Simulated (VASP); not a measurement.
Write the native input for VASP 6.6.1 that does the following.

```yaml
Task: single point
Functional: PBE
Potentials_or_basis: VASP PAW PBE potentials, release 64 (Cu)
Cutoff: 520 eV
k_mesh: 20 × 20 × 20
Occupations: gaussian, width 0.05 eV
Spin: non-collinear spin, zero start, spin-orbit coupling
Starting_moments: "[[0.0, 0.0, 0.0]] μB"
Dipole_correction: no
Further_INCAR_settings: ALGO = Normal; EDIFF = 1e-06; NBANDS = 22
```

The structure of Cu lies in POSCAR:

```
Cu
1.0
    0.0000000000      1.8145068417      1.8145068417
    1.8145068417      0.0000000000      1.8145068417
    1.8145068417      1.8145068417      0.0000000000
Cu
1
Direct
    0.0000000000      0.0000000000      0.0000000000
```

These files were run (other wordings do the same):

INCAR

```
SYSTEM = Cu
PREC     = Accurate       ! precision mode
ENCUT    = 520            ! plane-wave cutoff, eV
EDIFF    = 1E-6           ! SCF threshold, eV
ISMEAR   = 0              ! smearing method
SIGMA    = 0.05           ! smearing width, eV
LREAL    = .False.        ! projectors in reciprocal space
LASPH    = .True.         ! aspherical terms in the spheres
NELM     = 150            ! most SCF steps
ALGO     = Normal         ! electronic algorithm
ISIF     = 2              ! what is computed and relaxed
LWAVE    = .False.        ! write WAVECAR
LCHARG   = .True.         ! write CHGCAR
LNONCOLLINEAR= .True.         ! non-collinear magnetism
MAGMOM   = 0 0 0          ! initial moments
LORBIT   = 11             ! projections on sites
LSORBIT  = .True.         ! spin-orbit coupling
GGA_COMPAT= .False.      
LORBMOM  = .True.       
LMAXMIX  = 4              ! l up to which the mixer works
GGA      = PE             ! functional
LVHAR    = .True.       
NBANDS   = 22             ! bands
```

KPOINTS

```
Automatic mesh
0
Gamma
  20 20 20
  0 0 0
```

Potentials or basis: VASP PAW PBE potentials, release 64 (Cu).

Run with:

```bash
$ cat potpaw_PBE.64/Cu/POTCAR > POTCAR
$ mpirun -np 1 vasp_ncl > vasp.out
```

It gave:

```json
{
  "Pressure": "0.7 GPa",
  "Net moment": "0.00 μB per cell",
  "Valence electrons inside the program's atomic spheres": "Cu 9.99"
}
```

Run time: 82 s on 1 thread of Intel(R) Xeon(R) Platinum 8375C CPU @ 2.90GHz (Ice Lake), with other jobs on the host, peak memory 0.23 GiB.
